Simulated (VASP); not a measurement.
Here is a VASP 6.6.1 calculation.

The input POSCAR:

```
HfO2
1.0
    0.0000000000      2.5575000000      2.5575000000
    2.5575000000      0.0000000000      2.5575000000
    2.5575000000      2.5575000000      0.0000000000
Hf O
1 2
Direct
    0.0000000000      0.0000000000      0.0000000000
    0.2500000000      0.2500000000      0.2500000000
    0.7500000000      0.7500000000      0.7500000000
```

INCAR.step1

```
PREC = Accurate
ENCUT = 600
ISMEAR = -1
SIGMA = 0.01
LREAL = False
LASPH = True
NELM = 80
GGA = PE
ALGO = Normal
EDIFF = 1E-4
LWAVE = True
LCHARG = False
```

File INCAR.step2:

```
PREC = Accurate
ENCUT = 600
EDIFF = 1E-6
ISMEAR = -1
SIGMA = 0.01
LREAL = False
LASPH = True
NELM = 80
ALGO = Normal
ISIF = 3
LWAVE = False
LCHARG = False
METAGGA = R2SCAN
LMIXTAU = True
IBRION = 2
NSW = 80
EDIFFG = -0.05
PSTRESS = -20.0
ISTART = 1
```

KPOINTS

```
Automatic mesh
0
Gamma
  8 8 8
```

Potentials or basis: VASP PAW PBE potentials, release 64 (Hf_pv, O).

The run is started by

```sh
$ cat potpaw_PBE.64/Hf_pv/POTCAR potpaw_PBE.64/O/POTCAR > POTCAR
$ cp INCAR.step1 INCAR
$ mpirun -np 1 vasp_std > vasp.out
$ cp INCAR.step2 INCAR
$ mpirun -np 1 vasp_std > vasp.out
```

(1) What does it give for the band gap on the k mesh?

(2) Estimate the space group after relaxing (to 0.1 Å).

## Answers

(1) 4.34 eV.

(2) Fm-3m (No. 225).

Caveat: the cell is relaxed towards a set pressure, so the run minimises the enthalpy, not the energy; spin-orbit coupling is left out, which moves the levels of the heavy elements.
